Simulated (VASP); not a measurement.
# Li2AlF5 in VASP: notebook

Li2AlF5 is run at these levels: PBE; tasks: single point.

Program: VASP 6.6.1. These are calculated values, not measurements. Logs are shortened: lines on timing, memory, paths and dates and some standing lists are left out, and cuts for length are marked.

### 1 The cell of the first run

The cell holds a disordered packing, 24 atoms: a = 6.194 Å, b = 6.266 Å, c = 6.245 Å, α = 90.23°, β = 93.52°, γ = 90.42°.

### 2 Single point, PBE

Input file INCAR:

```
SYSTEM = Li2AlF5
  PREC = Accurate
  ENCUT = 520
  EDIFF = 1E-7
  ISMEAR = -1
  SIGMA = 0.1181
  LREAL = Auto
  LASPH = .TRUE.
  NELM = 80
  ALGO = Normal
  ISIF = 2
  LWAVE = .FALSE.
  LCHARG = .FALSE.
  GGA = PE
  NBANDS = 84
  ISYM = 0
```

Input file KPOINTS:

```
regular mesh
0
G
  1 1 1
  0 0 0
```

Input file POSCAR:

```
Li2AlF5
1.0
    6.1911310000     -0.0229290000     -0.1913040000
   -0.0229290000      6.2658620000     -0.0128380000
   -0.1913040000     -0.0128380000      6.2422390000
Al F Li
3 15 6
Direct
    0.6056116099      0.4822910721      0.3642493625
    0.1586993542      1.1196201415      0.8621655634
    0.6084916940      0.8409077924      0.9261626268
    0.8343922195      1.1378875040      0.8629297547
    0.6028258718      0.8231557438      0.2082957211
    0.8578483671      0.7052850176      0.8907139366
    0.3547402095      0.7206976556      0.8609764121
    0.5934663522      0.9133980850      0.6672972137
    0.8842741947      0.4586065445      0.3885961081
    0.5934646851      0.2003087019      0.3351092022
    0.1341168623      0.9837822234      0.5508244539
    0.1337257574      0.2704937283      1.0853852073
    0.6635769235      0.4489437349      0.0822817677
    0.4304742139      0.0796006537      0.9102950644
    0.3514326890      0.5871663678      0.3394946142
    0.0749175102      0.9113838509      0.1033381396
    0.6270226211      0.4843333742      0.6558718446
    0.1703450691      0.3420378939      0.7076958725
    1.1186206558      0.6001107269      0.0056197508
    0.3351249185      0.9880206570      0.3082264147
    0.8484434897      0.8170760416      0.5753045110
    0.8977578342      0.3295235294      0.6274553230
    0.8271547400      0.1677044924      0.1837026747
    0.4682742946      0.3976170878      0.8716887248
```

Potentials or basis: VASP PAW PBE potentials, release 64 (Al, F, Li_sv).

On the command line:

```console
$ cat potpaw_PBE.64/Al/POTCAR potpaw_PBE.64/F/POTCAR potpaw_PBE.64/Li_sv/POTCAR > POTCAR
$ mpirun -np 1 vasp_gam > vasp.out
```

OUTCAR:

```text
SYSTEM = Li2AlF5
   PREC = Accurate
   ENCUT = 520
   EDIFF = 1E-7
   ISMEAR = -1
   LREAL = Auto
   LASPH = .TRUE.
   NELM = 80
   ISIF = 2
   GGA = PE
   ISYM = 0

 ion  position               nearest neighbor table
   1  0.606  0.482  0.364-  15 1.71   9 1.73  10 1.78  17 1.82  13 1.83   5 2.35  22 2.56  23 2.69
                            21 2.84
   2  0.159  0.120  0.862-  12 1.70  18 1.70  14 1.71   4 2.01  16 2.08  11 2.12  22 2.50  24 2.58
                            23 2.98   3 3.30
   3  0.608  0.841  0.926-   8 1.68   7 1.76   5 1.77   6 1.79  14 1.86   4 2.37  21 2.73  23 2.88
                            24 2.92   2 3.30
   4  0.834  0.138  0.863-  22 1.96   2 2.01  23 2.01   3 2.37
   5  0.603  0.823  0.208-   3 1.77  20 2.09   1 2.35
   6  0.858  0.705  0.891-   3 1.79  19 1.85  21 2.09
   7  0.355  0.721  0.861-   3 1.76  19 1.92  24 2.15
   8  0.593  0.913  0.667-   3 1.68  21 1.82
   9  0.884  0.459  0.389-  22 1.70   1 1.73  23 2.24
  10  0.593  0.200  0.335-   1 1.78  23 1.79  20 2.07
  11  0.134  0.984  0.551-  20 2.02  21 2.06   2 2.12
  12  0.134  0.270  0.085-   2 1.70  23 2.13  19 2.13
  13  0.664  0.449  0.082-  24 1.76   1 1.83  23 2.12
  14  0.430  0.080  0.910-   2 1.71   3 1.86  24 2.02
  15  0.351  0.587  0.339-   1 1.71
  16  0.075  0.911  0.103-  20 2.05  19 2.07   2 2.08
  17  0.627  0.484  0.656-  24 1.80   1 1.82  22 1.96
  18  0.170  0.342  0.708-   2 1.70  22 1.73  24 2.08
  19  0.119  0.600  0.006-   6 1.85   7 1.92  16 2.07  12 2.13
  20  0.335  0.988  0.308-  11 2.02  16 2.05  10 2.07   5 2.09
  21  0.848  0.817  0.575-   8 1.82  11 2.06   6 2.09   3 2.73   1 2.84
  22  0.898  0.330  0.627-   9 1.70  18 1.73   4 1.96  17 1.96   2 2.50   1 2.56
  23  0.827  0.168  0.184-  10 1.79   4 2.01  13 2.12  12 2.13   9 2.24   1 2.69   3 2.88   2 2.98

  24  0.468  0.398  0.872-  13 1.76  17 1.80  14 2.02  18 2.08   7 2.15   2 2.58   3 2.92

IMPORTANT INFORMATION: All symmetrisations will be switched off!
NOSYMM: (Re-)initialisation of all symmetry stuff for point group C_1.

----------------------------------------------------------------------------------------

                                     Primitive cell

  volume of cell :     241.9200

  direct lattice vectors                    reciprocal lattice vectors
     6.191131000 -0.022929000 -0.191304000     0.161676747  0.000601787  0.004956096
    -0.022929000  6.265862000 -0.012838000     0.000601787  0.159597873  0.000346677
    -0.191304000 -0.012838000  6.242239000     0.004956096  0.000346677  0.160351530

  length of vectors
     6.194128350  6.265917104  6.245182925     0.161753811  0.159599384  0.160428477

  position of ions in fractional coordinates (direct lattice)
     0.605611610  0.482291072  0.364249362
     0.158699354  0.119620142  0.862165563
[... 107 lines left out ...]
   PSTRESS=    0.0 pullay stress
   NELECT =     132.0000    total number of electrons
   NUPDOWN=      -1.0000    fix difference up-down
   EMIN   =  10.00;   EMAX   =-10.00  energy-range for DOS
   EFERMI =   0.00;   METHOD = LEGACY
   ISMEAR =    -1;   SIGMA  =   0.12  broadening in eV -4-tet -1-fermi 0-gaus
   EFERMI_NEDOS =   21; number of points for ismear=-14 and -15
   IALGO  =     38    algorithm
   IMIX   =      4    mixing-type and parameters
     AMIX     =   0.40;   BMIX     =  1.00
     AMIX_MAG =   1.60;   BMIX_MAG =  1.00
  volume/ion in A,a.u.               =      10.08        68.02
  Fermi-wavevector in a.u.,A,eV,Ry     =   1.337752  2.527984 24.348711  1.789580
  Thomas-Fermi vector in A             =   2.466276
   LORBIT       =      0    0 simple, 1 ext, 2 COOP (PROOUT), +10 PAW based schemes
   GGA     = PE    functional components
   LHFCALC =     F    Hartree Fock is set to
   AEXX    =    0.0000 exact exchange contribution
   IVDW    =     0    specifies the selected vdW correction
   LEPSILON=     F    determine dielectric tensor
   LRPA    =     F    only Hartree local field effects (RPA)
 non-spin polarized calculation
  energy-cutoff  :      520.00
  volume of cell :      241.92
 maximum number of plane-waves:      3265
 NGX is ok and might be reduce to    48
   NGX = 23   NGY = 23   NGZ = 23

 number of electron     132.0000043 magnetization

 Free energy of the ion-electron system (eV)
  ---------------------------------------------------
  ext. energy  EPLUGINS =         0.00000000
  ---------------------------------------------------
  free energy    TOTEN  =      -119.92200674 eV

  energy without entropy =     -119.92200674  energy(sigma->0) =     -119.92200674

 E-fermi :   3.0052     XC(G=0):  -9.4526

 val. band max:        0.1296296974   @ k =   0.0000   0.0000   0.0000
 cond. band min:       5.8358654022   @ k =   0.0000   0.0000   0.0000
 fundamental gap:      5.7062357048
 Fermi energy:         3.0051543192

 k-point     1 :       0.0000    0.0000    0.0000
  band No.  band energies     occupation
      1     -43.0183      2.00000
      2     -42.5904      2.00000
      3     -42.3335      2.00000
      4     -42.2660      2.00000
      5     -42.2568      2.00000
      6     -42.0411      2.00000
[... 70 lines left out ...]
     77      11.7613      0.00000
     78      12.0985      0.00000
 [bands above 78 left out]

------------------------ aborting loop because EDIFF is reached ----------------------------------------

  FORCE on cell =-STRESS in cart. coord.  units (eV):
  Direction    XX          YY          ZZ          XY          YZ          ZX
  --------------------------------------------------------------------------------------
  -------------------------------------------------------------------------------------
  Total       10.5180147     18.0795915     12.0029007      6.0921984      4.0346635      5.2545413
  in kB       69.6582450    119.7367236     79.4922829     40.3471439     26.7205921     34.7995448
  external PRESSURE =      89.6290838 kB  Pullay stress =       0.0000000 kB

 VOLUME and BASIS-vectors are now :
 -----------------------------------------------------------------------------
  energy-cutoff  :      520.00
  volume of cell :      241.92
      direct lattice vectors                 reciprocal lattice vectors
     6.191131000 -0.022929000 -0.191304000     0.161676747  0.000601787  0.004956096
    -0.022929000  6.265862000 -0.012838000     0.000601787  0.159597873  0.000346677
    -0.191304000 -0.012838000  6.242239000     0.004956096  0.000346677  0.160351530

 POSITION                                       TOTAL-FORCE (eV/Angst)
 -----------------------------------------------------------------------------------
      3.66868      3.00341      2.15168        -1.511374     -0.367345     -0.995215
      0.81485      0.73482      5.34995        -2.839909     -3.345147      0.092405
      3.57079      5.24317      5.65413         0.313672     -1.096056     -0.230353
      4.99759      0.83377      5.22522         1.169440     -0.234896     -0.344898
      3.67345      5.14128      1.17434         1.064250      0.752718     -0.288673
      5.12448      4.38811      5.38688        -0.512761      0.230347     -0.954865
[... 16 lines left out ...]
      5.08203      1.02949      0.98632         0.972645      0.340552     -0.560576
      2.72327      2.46949      5.34660         0.049180      0.291395     -0.438127
 -----------------------------------------------------------------------------------
    total drift:                                0.004386      0.008467      0.013907

  FREE ENERGIE OF THE ION-ELECTRON SYSTEM (eV)
  ---------------------------------------------------
  free  energy   TOTEN  =      -119.9220067385 eV

  energy  without entropy=     -119.9220067381  energy(sigma->0) =     -119.92200674
```

OSZICAR:

```text
N       E                     dE             d eps       ncg     rms          rms(c)
DAV:   1     0.160407703968E+04    0.16041E+04   -0.81429E+04   168   0.174E+03
DAV:   2     0.243304226462E+02   -0.15797E+04   -0.15040E+04   208   0.481E+02
DAV:   3    -0.113773451250E+03   -0.13810E+03   -0.13714E+03   188   0.146E+02
DAV:   4    -0.129438579872E+03   -0.15665E+02   -0.15586E+02   304   0.284E+01
DAV:   5    -0.130158401057E+03   -0.71982E+00   -0.71947E+00   216   0.755E+00    0.199E+01
DAV:   6    -0.119898631555E+03    0.10260E+02   -0.37524E+01   184   0.236E+01    0.710E+00
DAV:   7    -0.119876039044E+03    0.22593E-01   -0.18373E+00   248   0.512E+00    0.402E+00
DAV:   8    -0.119895606211E+03   -0.19567E-01   -0.29740E-01   184   0.288E+00    0.119E+00
DAV:   9    -0.119916608463E+03   -0.21002E-01   -0.82276E-02   208   0.142E+00    0.270E-01
DAV:  10    -0.119921077695E+03   -0.44692E-02   -0.15847E-02   224   0.555E-01    0.189E-01
DAV:  11    -0.119921664067E+03   -0.58637E-03   -0.14934E-03   192   0.231E-01    0.838E-02
DAV:  12    -0.119921994928E+03   -0.33086E-03   -0.69764E-04   176   0.138E-01    0.291E-02
DAV:  13    -0.119922002685E+03   -0.77574E-05   -0.11577E-04   240   0.605E-02    0.132E-02
DAV:  14    -0.119922005749E+03   -0.30645E-05   -0.24221E-05   192   0.216E-02    0.762E-03
DAV:  15    -0.119922006458E+03   -0.70808E-06   -0.38074E-06   208   0.133E-02    0.283E-03
DAV:  16    -0.119922006689E+03   -0.23107E-06   -0.19738E-06   208   0.726E-03    0.228E-03
DAV:  17    -0.119922006739E+03   -0.49889E-07   -0.31768E-07   192   0.349E-03
   1 F= -.11992201E+03 E0= -.11992201E+03  d E =-.396757E-09
```

Wall time 62 s (1 thread of AMD EPYC 7R13, shared host); peak memory 0.27 GiB.

What came out:

```yaml
Free_energy: -119.9220 eV
Largest_force: 4.389 eV/Å
```

Forces in eV/Å, atoms in the order of the input:
```
Al  -1.511 -0.367 -0.995
Al  -2.840 -3.345  0.092
Al   0.314 -1.096 -0.230
F    1.169 -0.235 -0.345
F    1.064  0.753 -0.289
F   -0.513  0.230 -0.955
F   -0.383 -1.758  1.034
F    1.144 -0.461 -3.429
F    1.300  1.241  0.061
F   -1.056 -0.745  1.132
F   -0.891  0.209  1.645
F    0.588  2.165  1.276
F   -0.929  0.319 -0.153
F    0.238  1.577  1.572
F   -0.365 -0.413  0.005
F    1.423  0.442 -0.174
F   -0.104 -0.381 -1.267
F    0.843  1.127 -0.062
Li  -0.092  0.392  0.712
Li  -0.309 -0.295  0.534
Li   0.673  0.170  0.145
Li  -0.784 -0.161  0.690
Li   0.973  0.341 -0.561
Li   0.049  0.291 -0.438
```

Caveat: the k points lie up to 1.02 Å⁻¹ apart, too coarse for converged energies, forces and pressures; the cutoff is under 1.25 times the usual one of these potentials, so pressure, stress and relaxed cells hold a basis-set (Pulay) error; the atoms stand as in a frame of molecular dynamics.

(Part 1 of 2 ends here.)
